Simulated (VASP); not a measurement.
Set up this calculation in VASP 6.6.1, as the native input.

```yaml
Task: single point
Functional: PBE
Potentials_or_basis: VASP PAW PBE potentials, release 64 (C)
Cutoff: 520 eV
k_mesh: 10 × 10 × 10
Occupations: gaussian, width 0.05 eV
Spin: no spin polarisation
Dipole_correction: no
Further_INCAR_settings: ALGO = Normal; EDIFF = 1e-06; NBANDS = 11
```

The structure of C lies in POSCAR:

```
C
1.0
    0.0297228333      1.7982314167      1.7982314167
    1.7982314167      0.0297228333      1.7982314167
    1.7982314167      1.7982314167      0.0297228333
C
2
Direct
    0.0000000000      0.0000000000      0.0000000000
    0.2500000000      0.2500000000      0.2500000000
```

One way to write it, as run:

INCAR

```
SYSTEM = C
ALGO = Normal
EDIFF = 1E-6
ENCUT = 520
GGA = PE
ISIF = 2
ISMEAR = 0
LASPH = .TRUE.
LCHARG = .FALSE.
LREAL = .FALSE.
LWAVE = .FALSE.
NBANDS = 11
NELM = 100
PREC = Accurate
SIGMA = 0.05
```

KPOINTS

```
k-points
0
G
  10 10 10
  0 0 0
```

Potentials or basis: VASP PAW PBE potentials, release 64 (C).

The run is started by

```console
$ cat potpaw_PBE.64/C/POTCAR > POTCAR
$ mpirun -np 1 vasp_std > vasp.out
```

Results of the run:

```json
{
 "Pressure": "2.9 GPa",
 "Largest force": "0.056 eV/Å",
 "Band gap on the k mesh": "4.12 eV, indirect (least direct gap 5.04 eV)"
}
```

Wall time 13 s on 1 thread of AMD EPYC 7R43 64-Core Processor (Zen 3) (shared host), peak memory 0.08 GiB.
